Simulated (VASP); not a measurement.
# CdS (Hawleyite) (F-43m) in VASP: notebook

Runs on CdS (Hawleyite). Level: r2SCAN. Tasks: single point.

Program: VASP 6.6.1. These are calculated values, not measurements. Logs are shortened: lines on timing, memory, paths and dates and some standing lists are left out, and cuts for length are marked.

**1. The cell of the first run**

Symmetry: F-43m, No. 216, cubic system. The conventional cell has a = 5.833 Å, b = 5.833 Å, c = 5.833 Å, α = 90.00°, β = 90.00°, γ = 90.00°. Within 3.3 Å of Cd (site symmetry -43m) lie 4 S at 2.53 Å. S (site symmetry -43m) has 4 Cd at 2.53 Å within 3.3 Å.

**2. Single point, r2SCAN**

Input file POSCAR:

```
CdS
1.0
    0.0000000000      2.9165000000      2.9165000000
    2.9165000000      0.0000000000      2.9165000000
    2.9165000000      2.9165000000      0.0000000000
Cd S
1 1
Direct
    0.0000000000      0.0000000000      0.0000000000
    0.2500000000      0.2500000000      0.2500000000
```

Input file INCAR.step1:

```
SYSTEM = CdS
PREC = Accurate ; ENCUT = 520
ISMEAR = 0 ; SIGMA = 0.01
LREAL = .FALSE. ; LASPH = .TRUE.
NELM = 80 ; NBANDS = 16
GGA = PE ; ALGO = Normal
EDIFF = 1E-4 ; LWAVE = .TRUE.
LCHARG = .FALSE.
```

Input file INCAR.step2:

```
SYSTEM = CdS
PREC = Accurate ; ENCUT = 520
EDIFF = 1E-6 ; ISMEAR = 0
SIGMA = 0.01 ; LREAL = .FALSE.
LASPH = .TRUE. ; NELM = 80
ALGO = Normal ; ISIF = 2
LWAVE = .FALSE. ; LCHARG = .FALSE.
METAGGA = R2SCAN ; LMIXTAU = .TRUE.
NBANDS = 16 ; ISTART = 1
```

Input file KPOINTS:

```
Automatic mesh
0
G
  2 2 2
  0 0 0
```

Potentials or basis: VASP PAW PBE potentials, release 64 (Cd, S).

Started as:

```bash
cat potpaw_PBE.64/Cd/POTCAR potpaw_PBE.64/S/POTCAR > POTCAR
cp INCAR.step1 INCAR
mpirun -np 1 vasp_std > vasp.out
cp INCAR.step2 INCAR
mpirun -np 1 vasp_std > vasp.out
```

OUTCAR:

```text
SYSTEM = CdS
   PREC = Accurate
   ENCUT = 520
   EDIFF = 1E-6
   ISMEAR = 0
   LREAL = .FALSE.
   LASPH = .TRUE.
   NELM = 80
   ISIF = 2
   METAGGA = R2SCAN
   ISTART = 1

 ion  position               nearest neighbor table
   1  0.000  0.000  0.000-   2 2.53   2 2.53   2 2.53   2 2.53
   2  0.250  0.250  0.250-   1 2.53   1 2.53   1 2.53   1 2.53

  LATTYP: Found a face centered cubic cell.
 ALAT       =     5.8330000000

  Lattice vectors:

 A1 = (   0.0000000000,   2.9165000000,   2.9165000000)
 A2 = (   2.9165000000,   0.0000000000,   2.9165000000)
 A3 = (   2.9165000000,   2.9165000000,   0.0000000000)

Analysis of symmetry for initial positions (statically):
=====================================================================
 Subroutine PRICEL returns:
 Original cell was already a primitive cell.

 Routine SETGRP: Setting up the symmetry group for a
 face centered cubic supercell.

 Subroutine GETGRP returns: Found 24 space group operations
 (whereof 24 operations were pure point group operations)
 out of a pool of 48 trial point group operations.

The static configuration has the point symmetry T_d .

Analysis of symmetry for dynamics (positions and initial velocities):
=====================================================================
 Subroutine PRICEL returns:
 Original cell was already a primitive cell.

 Routine SETGRP: Setting up the symmetry group for a
 face centered cubic supercell.

 Subroutine GETGRP returns: Found 24 space group operations
 (whereof 24 operations were pure point group operations)
 out of a pool of 48 trial point group operations.

The dynamic configuration has the point symmetry T_d .

 Subroutine INISYM returns: Found 24 space group operations
 (whereof 24 operations are pure point group operations),
 and found     1 'primitive' translations

----------------------------------------------------------------------------------------

                                     Primitive cell

  volume of cell :      49.6153

  direct lattice vectors                    reciprocal lattice vectors
     0.000000000  2.916500000  2.916500000    -0.171438368  0.171438368  0.171438368
     2.916500000  0.000000000  2.916500000     0.171438368 -0.171438368  0.171438368
     2.916500000  2.916500000  0.000000000     0.171438368  0.171438368 -0.171438368

  length of vectors
     4.124553855  4.124553855  4.124553855     0.296939964  0.296939964  0.296939964

  position of ions in fractional coordinates (direct lattice)
     0.000000000  0.000000000  0.000000000
     0.250000000  0.250000000  0.250000000

  ion indices of the primitive-cell ions
   primitive index   ion index
                 1           1
                 2           2

----------------------------------------------------------------------------------------

 KPOINTS: Automatic mesh

Automatic generation of k-mesh.
 Grid dimensions read from file:
 generate k-points for:    2    2    2

 Generating k-lattice:

  Cartesian coordinates                     Fractional coordinates (reciprocal lattice)
    -0.085719184  0.085719184  0.085719184     0.500000000  0.000000000  0.000000000
     0.085719184 -0.085719184  0.085719184     0.000000000  0.500000000  0.000000000
     0.085719184  0.085719184 -0.085719184     0.000000000  0.000000000  0.500000000

  Length of vectors
     0.148469982  0.148469982  0.148469982

  Shift w.r.t. Gamma in fractional coordinates (k-lattice)
     0.000000000  0.000000000  0.000000000

 Subroutine IBZKPT returns following result:
 ===========================================

 Found      3 irreducible k-points:

 Following reciprocal coordinates:
            Coordinates               Weight
  0.000000  0.000000  0.000000      1.000000
  0.500000  0.000000  0.000000      4.000000
  0.500000  0.500000  0.000000      3.000000
   k-points           NKPTS =      3   k-points in BZ     NKDIM =      3   number of bands    NBANDS=     16
   number of dos      NEDOS =    301   number of ions     NIONS =      2
   total plane-waves  NPLWV =  32768
   dimension x,y,z NGX =    32 NGY =   32 NGZ =   32
   dimension x,y,z NGXF=    64 NGYF=   64 NGZF=   64
   ions per type =               1   1
   NGX,Y,Z   is equivalent  to a cutoff of  12.90, 12.90, 12.90 a.u.
   NGXF,Y,Z  is equivalent  to a cutoff of  25.80, 25.80, 25.80 a.u.
 SYSTEM =  CdS
   PREC   = accura    normal or accurate (medium, high low for compatibility)
   ISTART =      1    job   : 0-new  1-cont  2-samecut
   ICHARG =      0    charge: 1-file 2-atom 10-const
   ISPIN  =      1    spin polarized calculation?
   LNONCOLLINEAR =      F non collinear calculations
   LSORBIT =      F    spin-orbit coupling
   LASPH  =      T    aspherical Exc in radial PAW
   ENCUT  =  520.0 eV  38.22 Ry    6.18 a.u.   7.67  7.67  7.67*2*pi/ulx,y,z
   NELM   =     80;   NELMIN=  2; NELMDL=  0     # of ELM steps
   EDIFF  = 0.1E-05   stopping-criterion for ELM
   LREAL  =      F    real-space projection
   EDIFFG = 0.1E-04   stopping-criterion for IOM
   NSW    =      0    number of steps for IOM
   IBRION =     -1    ionic relax: 0-MD 1-quasi-New 2-CG
   NFREE  =      0    steps in history (QN), initial steepest desc. (CG)
   ISIF   =      2    stress and relaxation
   ISYM   =      2    0-nonsym 1-usesym 2-fastsym
   POTIM  = 0.5000    time-step for ionic-motion
   TEBEG  =    0.0;   TEEND  =   0.0 temperature during run
   PSTRESS=    0.0 pullay stress
   NELECT =      18.0000    total number of electrons
   NUPDOWN=      -1.0000    fix difference up-down
   EMIN   =  10.00;   EMAX   =-10.00  energy-range for DOS
   EFERMI =   0.00;   METHOD = LEGACY
   ISMEAR =     0;   SIGMA  =   0.01  broadening in eV -4-tet -1-fermi 0-gaus
   EFERMI_NEDOS =   21; number of points for ismear=-14 and -15
   IALGO  =     38    algorithm
   IMIX   =      4    mixing-type and parameters
     AMIX     =   0.40;   BMIX     =  1.00
     AMIX_MAG =   1.60;   BMIX_MAG =  1.00
  volume/ion in A,a.u.               =      24.81       167.41
  Fermi-wavevector in a.u.,A,eV,Ry     =   1.167599  2.206442 18.548649  1.363287
  Thomas-Fermi vector in A             =   2.304097
   LORBIT       =      0    0 simple, 1 ext, 2 COOP (PROOUT), +10 PAW based schemes
   METAGGA = R2SCAN    functional components
   LHFCALC =     F    Hartree Fock is set to
   AEXX    =    0.0000 exact exchange contribution
   IVDW    =     0    specifies the selected vdW correction
   LEPSILON=     F    determine dielectric tensor
   LRPA    =     F    only Hartree local field effects (RPA)
 non-spin polarized calculation
 Gauss-broadening in eV      SIGMA  =   0.01
  energy-cutoff  :      520.00
  volume of cell :       49.62
 maximum number of plane-waves:      1363
 NGX is ok and might be reduce to    32
   NGX = 15   NGY = 15   NGZ = 15

 number of electron      18.0000005 magnetization

 Free energy of the ion-electron system (eV)
  ---------------------------------------------------
  ext. energy  EPLUGINS =         0.00000000
  ---------------------------------------------------
  free energy    TOTEN  =       -28.75929365 eV

  energy without entropy =      -28.75929365  energy(sigma->0) =      -28.75929365

 E-fermi :   1.4056     XC(G=0):  -9.6414

 val. band max:        1.3464116175   @ k =   0.0000   0.0000   0.0000
 cond. band min:       2.7756463876   @ k =   0.0000   0.0000   0.0000
 fundamental gap:      1.4292347701
 Fermi energy:         1.4056196063

 k-point     1 :       0.0000    0.0000    0.0000
  band No.  band energies     occupation
      1     -11.4825      2.00000
      2      -6.9402      2.00000
      3      -6.9402      2.00000
      4      -6.9402      2.00000
      5      -6.4630      2.00000
      6      -6.4630      2.00000
      7       1.3464      2.00000
      8       1.3464      2.00000
      9       1.3464      2.00000
     10       2.7756      0.00000
     11       8.2246      0.00000
     12       8.2246      0.00000
     13       8.2246      0.00000
     14      13.0611      0.00000
     15      13.2022      0.00000
     16      13.2022      0.00000

 k-point     2 :       0.5000    0.0000    0.0000
  band No.  band energies     occupation
      1     -11.0462      2.00000
      2      -6.8182      2.00000
      3      -6.8182      2.00000
      4      -6.4243      2.00000
      5      -6.4243      2.00000
      6      -6.0458      2.00000
      7      -3.2239      2.00000
      8       0.5631      2.00000
      9       0.5631      2.00000
     10       4.6447      0.00000
     11       8.6209      0.00000
     12       8.6209      0.00000
     13       9.1111      0.00000
     14      12.7152      0.00000
     15      14.3906      0.00000
     16      14.3906      0.00000

 k-point     3 :       0.5000    0.5000    0.0000
  band No.  band energies     occupation
      1     -10.9127      2.00000
      2      -6.7147      2.00000
      3      -6.5898      2.00000
      4      -6.5898      2.00000
      5      -6.3755      2.00000
      6      -5.9664      2.00000
      7      -2.7525      2.00000
      8      -0.6190      2.00000
      9      -0.6190      2.00000
     10       4.9462      0.00000
     11       5.9203      0.00000
     12      11.0683      0.00000
     13      12.7466      0.00000
     14      12.7467      0.00000
     15      14.1797      0.00000
     16      15.3771      0.00000

------------------------ aborting loop because EDIFF is reached ----------------------------------------

  FORCE on cell =-STRESS in cart. coord.  units (eV):
  Direction    XX          YY          ZZ          XY          YZ          ZX
  --------------------------------------------------------------------------------------
  -------------------------------------------------------------------------------------
  Total        1.6058834      1.6058834      1.6058834     -0.0000000     -0.0000000      0.0000000
  in kB       51.8571503     51.8571503     51.8571503     -0.0000000     -0.0000000      0.0000000
  external PRESSURE =      51.8571503 kB  Pullay stress =       0.0000000 kB

 VOLUME and BASIS-vectors are now :
 -----------------------------------------------------------------------------
  energy-cutoff  :      520.00
  volume of cell :       49.62
      direct lattice vectors                 reciprocal lattice vectors
     0.000000000  2.916500000  2.916500000    -0.171438368  0.171438368  0.171438368
     2.916500000  0.000000000  2.916500000     0.171438368 -0.171438368  0.171438368
     2.916500000  2.916500000  0.000000000     0.171438368  0.171438368 -0.171438368

 POSITION                                       TOTAL-FORCE (eV/Angst)
 -----------------------------------------------------------------------------------
      0.00000      0.00000      0.00000        -0.000000     -0.000000      0.000000
      1.45825      1.45825      1.45825         0.000000      0.000000     -0.000000
 -----------------------------------------------------------------------------------
    total drift:                               -0.000005     -0.000005     -0.000005

  FREE ENERGIE OF THE ION-ELECTRON SYSTEM (eV)
  ---------------------------------------------------
  free  energy   TOTEN  =       -28.7592936455 eV

  energy  without entropy=      -28.7592936455  energy(sigma->0) =      -28.75929365
```

Run time: 15 s. Hardware: 1 thread of AMD EPYC 9R45 (Zen 5), shared host; peak memory 0.15 GiB.

Results:

* Free energy: -28.7593 eV
* Pressure: 5.2 GPa
* Band gap on the k mesh: 1.43 eV, direct

Caveat: the k points lie up to 0.93 Å⁻¹ apart; the PAW data sets were made with another functional, which shifts forces and pressure a little.

**3. Single point, r2SCAN**

POSCAR is that of step 2.

Input file INCAR.step1:

```
SYSTEM = CdS
PREC = Accurate ; ENCUT = 520
ISMEAR = 0 ; SIGMA = 0.01
LREAL = .False. ; LASPH = .True.
NELM = 80 ; NBANDS = 16
GGA = PE ; ALGO = Normal
EDIFF = 1E-4 ; LWAVE = .True.
LCHARG = .False.
```

Input file INCAR.step2:

```
SYSTEM = CdS
PREC = Accurate ; ENCUT = 520
EDIFF = 1E-7 ; ISMEAR = 0
SIGMA = 0.01 ; LREAL = .False.
LASPH = .True. ; NELM = 80
ALGO = Normal ; ISIF = 2
LWAVE = .False. ; LCHARG = .False.
METAGGA = R2SCAN ; LMIXTAU = .True.
NBANDS = 16 ; ISTART = 1
```

Input file KPOINTS:

```
regular mesh
0
Gamma
  4 4 4
  0 0 0
```

Potentials or basis: VASP PAW PBE potentials, release 64 (Cd, S).

Started as:

```bash
cat potpaw_PBE.64/Cd/POTCAR potpaw_PBE.64/S/POTCAR > POTCAR
cp INCAR.step1 INCAR
mpirun -np 1 vasp_std > vasp.out
cp INCAR.step2 INCAR
mpirun -np 1 vasp_std > vasp.out
```

It took 25 s on 1 thread of AMD EPYC 9R45 (Zen 5), shared host; peak memory 0.15 GiB.

It converged, with:

| Quantity | Value |
| --- | --- |
| Free energy | -29.6494 eV |
| Pressure | 2.0 GPa |
| Band gap on the k mesh | 1.58 eV, direct |

Levels at points of the mesh, in eV from the valence-band top:
```tsv
k point	band 5	band 6	band 7	band 8	band 9	band 10	band 11	band 12	band 13	band 14
(0.00, 0.00, 0.00)	-7.47	-7.47	0.00	0.00	0.00	1.58	7.06	7.06	7.06	11.95
(0.50, 0.00, 0.00)	-7.44	-7.09	-4.47	-0.77	-0.77	3.47	7.47	7.47	7.89	11.57
(0.50, 0.50, 0.00)	-7.38	-7.02	-3.99	-1.93	-1.93	3.83	4.75	9.79	11.54	11.54
```

Caveat: the k points lie up to 0.47 Å⁻¹ apart; the PAW data sets were made with another functional, which shifts forces and pressure a little. r2SCAN opens gaps a little over a GGA but as a rule still falls short of measured ones.

**4. Single point, r2SCAN**

POSCAR is that of step 3.

Input file INCAR.step1:

```
PREC = Accurate
ENCUT = 520
ISMEAR = 0
SIGMA = 0.01
LREAL = F
LASPH = T
NELM = 60
NBANDS = 16
GGA = PE
ALGO = Normal
EDIFF = 1E-4
LWAVE = T
LCHARG = F
```

Input file INCAR.step2:

```
PREC = Accurate
ENCUT = 520
EDIFF = 1E-6
ISMEAR = 0
SIGMA = 0.01
LREAL = F
LASPH = T
NELM = 60
ALGO = Normal
ISIF = 2
LWAVE = F
LCHARG = F
METAGGA = R2SCAN
LMIXTAU = T
NBANDS = 16
ISTART = 1
```

Input file KPOINTS:

```
regular mesh
0
Gamma
  8 8 8
```

Potentials or basis: VASP PAW PBE potentials, release 64 (Cd, S).

Started as:

```bash
cat potpaw_PBE.64/Cd/POTCAR potpaw_PBE.64/S/POTCAR > POTCAR
cp INCAR.step1 INCAR
mpirun -np 1 vasp_std > vasp.out
cp INCAR.step2 INCAR
mpirun -np 1 vasp_std > vasp.out
```

OUTCAR:

```text
PREC = Accurate
   ENCUT = 520
   EDIFF = 1E-6
   ISMEAR = 0
   LREAL = F
   LASPH = T
   NELM = 60
   ISIF = 2
   METAGGA = R2SCAN
   ISTART = 1

 ion  position               nearest neighbor table
   1  0.000  0.000  0.000-   2 2.53   2 2.53   2 2.53   2 2.53
   2  0.250  0.250  0.250-   1 2.53   1 2.53   1 2.53   1 2.53

  LATTYP: Found a face centered cubic cell.
 ALAT       =     5.8330000000

  Lattice vectors:

 A1 = (   0.0000000000,   2.9165000000,   2.9165000000)
 A2 = (   2.9165000000,   0.0000000000,   2.9165000000)
 A3 = (   2.9165000000,   2.9165000000,   0.0000000000)

Analysis of symmetry for initial positions (statically):
=====================================================================
 Subroutine PRICEL returns:
 Original cell was already a primitive cell.

 Routine SETGRP: Setting up the symmetry group for a
 face centered cubic supercell.

 Subroutine GETGRP returns: Found 24 space group operations
 (whereof 24 operations were pure point group operations)
 out of a pool of 48 trial point group operations.

The static configuration has the point symmetry T_d .

[... 158 lines left out ...]
  energy without entropy =      -29.67829042  energy(sigma->0) =      -29.67829042

 E-fermi :   1.1207     XC(G=0):  -9.7341

 val. band max:        1.0507155314   @ k =   0.0000   0.0000   0.0000
 cond. band min:       2.6433817576   @ k =   0.0000   0.0000   0.0000
 fundamental gap:      1.5926662262
 Fermi energy:         1.1206719705

 k-point     1 :       0.0000    0.0000    0.0000
  band No.  band energies     occupation
      1     -11.8260      2.00000
      2      -6.9173      2.00000
      3      -6.9173      2.00000
      4      -6.9173      2.00000
      5      -6.4030      2.00000
      6      -6.4030      2.00000
[... 433 lines left out ...]
      3      -6.7032      2.00000
      4      -6.4293      2.00000
      5      -6.3756      2.00000
      6      -5.9013      2.00000
[... 8 lines left out ...]
     15      13.9322      0.00000
     16      14.8942      0.00000

 [... further k-points ...]

------------------------ aborting loop because EDIFF is reached ----------------------------------------

  FORCE on cell =-STRESS in cart. coord.  units (eV):
  Direction    XX          YY          ZZ          XY          YZ          ZX
  --------------------------------------------------------------------------------------
  -------------------------------------------------------------------------------------
  Total        0.5597017      0.5597017      0.5597017      0.0000000      0.0000000      0.0000000
  in kB       18.0738747     18.0738747     18.0738747      0.0000000      0.0000000      0.0000000
  external PRESSURE =      18.0738747 kB  Pullay stress =       0.0000000 kB

 VOLUME and BASIS-vectors are now :
 -----------------------------------------------------------------------------
  energy-cutoff  :      520.00
  volume of cell :       49.62
      direct lattice vectors                 reciprocal lattice vectors
     0.000000000  2.916500000  2.916500000    -0.171438368  0.171438368  0.171438368
     2.916500000  0.000000000  2.916500000     0.171438368 -0.171438368  0.171438368
     2.916500000  2.916500000  0.000000000     0.171438368  0.171438368 -0.171438368

 POSITION                                       TOTAL-FORCE (eV/Angst)
 -----------------------------------------------------------------------------------
      0.00000      0.00000      0.00000         0.000000      0.000000      0.000000
      1.45825      1.45825      1.45825        -0.000000     -0.000000     -0.000000
 -----------------------------------------------------------------------------------
    total drift:                               -0.000005     -0.000005     -0.000005

  FREE ENERGIE OF THE ION-ELECTRON SYSTEM (eV)
  ---------------------------------------------------
  free  energy   TOTEN  =       -29.6782904207 eV

  energy  without entropy=      -29.6782904207  energy(sigma->0) =      -29.67829042
```

OSZICAR.step1:

```text
N       E                     dE             d eps       ncg     rms          rms(c)
DAV:   1     0.108514589224E+03    0.10851E+03   -0.91305E+03   968   0.103E+03
DAV:   2    -0.244311808766E+01   -0.11096E+03   -0.10470E+03  1120   0.252E+02
DAV:   3    -0.663956034283E+01   -0.41964E+01   -0.41891E+01  1192   0.511E+01
DAV:   4    -0.666513006348E+01   -0.25570E-01   -0.25568E-01  1120   0.396E+00
DAV:   5    -0.666547021449E+01   -0.34015E-03   -0.34015E-03  1200   0.431E-01    0.812E+00
DAV:   6    -0.614024313832E+01    0.52523E+00   -0.83479E-01  1408   0.116E+01    0.651E+00
DAV:   7    -0.612087032109E+01    0.19373E-01   -0.19826E-01  1120   0.304E+00    0.316E+00
DAV:   8    -0.612116872306E+01   -0.29840E-03   -0.18352E-02  1088   0.172E+00    0.308E-01
DAV:   9    -0.612108355332E+01    0.85170E-04   -0.21565E-03  1056   0.691E-01    0.581E-02
DAV:  10    -0.612120285031E+01   -0.11930E-03   -0.24744E-04  1136   0.163E-01    0.663E-02
DAV:  11    -0.612128481754E+01   -0.81967E-04   -0.12577E-04  1000   0.916E-02
   1 F= -.61212848E+01 E0= -.61212848E+01  d E =-.216949E-56
```

It took 56 s on 1 thread of AMD EPYC 9R45 (Zen 5), shared host; peak memory 0.16 GiB.

Results:

```
Free energy            : -29.6783 eV
Pressure               : 1.8 GPa
Band gap on the k mesh : 1.59 eV, direct
```

Caveat: the PAW data sets were made with another functional, which shifts forces and pressure a little.

**5. The runs side by side**

```csv
k mesh,gap on the mesh (eV),pressure (GPa)
2 × 2 × 2,1.43,5.2
4 × 4 × 4,1.58,2.0
8 × 8 × 8,1.59,1.8
```

Alike in all rows: task single point; level r2SCAN; potentials or basis VASP PAW PBE potentials, release 64 (Cd, S); no spin polarisation; cell as given; cutoff (eV) 520; smearing gaussian 0.01 eV.

Caveats: some runs use coarse meshes; the PAW data sets were made with another functional, which shifts forces and pressure a little.

Absolute energies hang on the potentials; compare differences alone.
